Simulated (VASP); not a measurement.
A run of VASP 6.6.1 is set up as follows.

INCAR

```
SYSTEM = Al3Se2
ALGO = Normal
EDIFF = 1E-6
ENCUT = 520
GGA = PE
ISIF = 2
ISMEAR = 0
LASPH = .True.
LCHARG = .False.
LREAL = .False.
LWAVE = .False.
NBANDS = 18
NELM = 80
PREC = Accurate
SIGMA = 0.1
```

File KPOINTS:

```
k-points
0
Gamma
  6 6 6
  0 0 0
```

The input POSCAR:

```
Al3Se2
1.0
    1.8690370098      1.0790890208      8.3407017748
   -1.8690370098      1.0790890208      8.3407017748
    0.0000000000     -2.1581780415      8.3407017748
Al Se
3 2
Direct
    0.0000000000      0.0000000000      0.0000000000
    0.2004476569      0.2004476569      0.2004476569
    0.7995523431      0.7995523431      0.7995523431
    0.3982141661      0.3982141661      0.3982141661
    0.6017858339      0.6017858339      0.6017858339
```

Potentials or basis: VASP PAW PBE potentials, release 64 (Al, Se).

Run with:

```sh
$ cat potpaw_PBE.64/Al/POTCAR potpaw_PBE.64/Se/POTCAR > POTCAR
$ mpirun -np 1 vasp_std > vasp.out
```

Predict the largest force.

0.007 eV/Å.

Estimate the pressure.

0.1 GPa.

Forces in eV/Å, atoms in the order of the input:
```
Al   0.000  0.000  0.000
Al   0.000  0.000  0.007
Al   0.000  0.000 -0.007
Se   0.000  0.000 -0.005
Se   0.000  0.000  0.005
```
